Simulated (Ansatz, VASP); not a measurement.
**Two plane-wave programs on Mg5SiSb2**

```
Mg Si Sb
1.0
     5.54177    0.00000    0.00000
     0.00000    5.54177    0.00000
     0.00000    0.00000    6.39899
Mg Si Sb
5 1 2
Cartesian
  0.0000 2.7709 0.0000
  2.7709 0.0000 0.0000
  0.0000 0.0000 3.1995
  0.0000 2.7709 3.1995
  2.7709 0.0000 3.1995
  0.0000 0.0000 0.0000
  2.7709 2.7709 4.7900
  2.7709 2.7709 1.6090
```

Alike in both runs: task relaxation of cell and atoms; functional PBE; k mesh 8 × 8 × 6; occupations gaussian, width 0.1 eV; no spin polarisation.

|  | VASP | Ansatz |
| --- | --- | --- |
| version | VASP 6.6.1 | Ansatz 0.2.0 |
| potentials or method | VASP PAW PBE potentials, release 64 (Mg, Si, Sb), cutoff 600 eV | scalar-relativistic, plane waves, PAW |
| valence electrons in the cell | 24 | 84 |

Ansatz gave:

| Property | Result |
| --- | --- |
| gap on the k mesh at the Fermi level, each at its own relaxed structure (eV) | none |
| relaxed volume (Å³/atom) | 24.40 |
| relaxed cell length with the largest relative difference (Å) | 6.210 |

Task: Estimate VASP's values.

Result: gap on the k mesh at the Fermi level, each at its own relaxed structure (eV): none; relaxed volume (Å³/atom): 24.38; relaxed cell length with the largest relative difference (Å): 6.208.

A gap of «none» marks a metal or a gap that the smearing closes. VASP's potentials hold 24 valence electrons a cell and Ansatz's 84, so a difference there can come from the potentials and not from the codes.

Spin-orbit coupling is off throughout.
